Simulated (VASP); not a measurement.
Runs of VASP 6.6.1 on Ti. The structure is that of space group P6_3/mmc (No. 194), or close to it. The cells are those of the table. 

```csv
task,level,potentials or basis,spin,U,cell,k mesh,cutoff (eV),smearing,dipole correction,tolerance level,purpose,passes,grid for exact exchange (PRECFOCK),gap on the mesh (eV),pressure (GPa)
single point,PBE+U,"VASP PAW PBE potentials, release 64 (Ti_sv)",off,Ti d U = 6.0 eV,"a = 2.950, b = 2.950, c = 4.680 Å, angles 90.0, 90.0, 120.0°, 2 atoms",10 × 10 × 6,500,gaussian 0.025 eV,no,-,-,-,-,none,11.8
single point,PBE,"VASP PAW PBE potentials, release 64 (Ti_sv)",off,-,"a = 2.970, b = 2.970, c = 4.711 Å, angles 90.0, 90.0, 120.0°, 2 atoms",10 × 10 × 6,520,fermi-dirac 0.05 eV,no,-,-,-,-,none,(b)
relaxation of cell and atoms,LDA,"VASP PAW LDA potentials, release 64 (Ti_sv)",off,-,"relaxed from a = 3.045, b = 3.045, c = 4.831 Å, angles 90.0, 90.0, 120.0°, 2 atoms",14 × 14 × 8,720,methfessel-paxton 0.05 eV,-,tight,cell,3,-,none,0.0
single point,r2SCANh,"VASP PAW PBE potentials, release 64 (Ti_sv)",off,-,"a = 2.950, b = 2.950, c = 4.680 Å, angles 90.0, 90.0, 120.0°, 2 atoms",5 × 5 × 3,520,fermi-dirac 0.05 eV,no,-,-,-,Normal,none,-2.9
relaxation of cell and atoms,PBEsol,"VASP PAW PBE potentials, release 64 (Ti_sv)",off,-,"relaxed to 5 GPa from a = 2.950, b = 2.950, c = 4.680 Å, angles 90.0, 90.0, 120.0°, 2 atoms",10 × 10 × 6,600,fermi-dirac 0.05 eV,no,-,-,-,-,none,5.0
single point,PBE,"VASP PAW PBE potentials, release 64 (Ti_sv)",off,-,"a = 3.008, b = 3.008, c = 4.772 Å, angles 90.0, 90.0, 120.0°, 2 atoms",10 × 10 × 6,520,fermi-dirac 0.05 eV,no,-,-,-,-,none,-7.2
single point,PBEsol-based screened hybrid with 25 % exact exchange,"VASP PAW PBE potentials, release 64 (Ti_sv)",off,-,"a = 2.950, b = 2.950, c = 4.680 Å, angles 90.0, 90.0, 120.0°, 2 atoms",5 × 5 × 3,520,fermi-dirac 0.05 eV,no,-,-,-,Normal,none,(a)
single point,"b88 exchange, pbe correlation","VASP PAW PBE potentials, release 64 (Ti_sv)","non-collinear, typed start",-,"a = 2.890, b = 2.890, c = 4.584 Å, angles 90.0, 90.0, 120.0°, 2 atoms",8 × 8 × 4,500,methfessel-paxton 0.05 eV,no,-,-,-,-,none,4.9
single point,LDA,"VASP PAW LDA potentials, release 64 (Ti_sv)",off,-,"a = 2.970, b = 2.970, c = 4.711 Å, angles 90.0, 90.0, 120.0°, 2 atoms",10 × 10 × 6,520,fermi-dirac 0.05 eV,no,-,-,-,-,none,-11.5
single point,LDA,"VASP PAW LDA potentials, release 64 (Ti_sv)",off,-,"a = 2.989, b = 2.989, c = 4.742 Å, angles 90.0, 90.0, 120.0°, 2 atoms",10 × 10 × 6,520,fermi-dirac 0.05 eV,no,-,-,-,-,none,-13.2
single point,LDA,"VASP PAW LDA potentials, release 64 (Ti_sv)",off,-,"a = 3.008, b = 3.008, c = 4.772 Å, angles 90.0, 90.0, 120.0°, 2 atoms",10 × 10 × 6,520,fermi-dirac 0.05 eV,no,-,-,-,-,none,-14.5
```

**Question.** Estimate the missing entries.

**Answer.** (a) -7.4; (b) -3.7.

Caveats: some runs use coarse meshes; the cell stands under tension (at least some runs); the PAW data sets were made with another functional, which shifts forces and pressure a little (at least some runs); the cell stands under pressure (at least some runs); U without spin polarisation on a metal has little footing (at least some runs); the U is typed as a test and isn't derived for this compound (at least some runs); the cell is relaxed towards a set pressure, so the run minimises the enthalpy, not the energy (at least some runs).

A gap of «none» marks levels without a gap at the run's occupations.
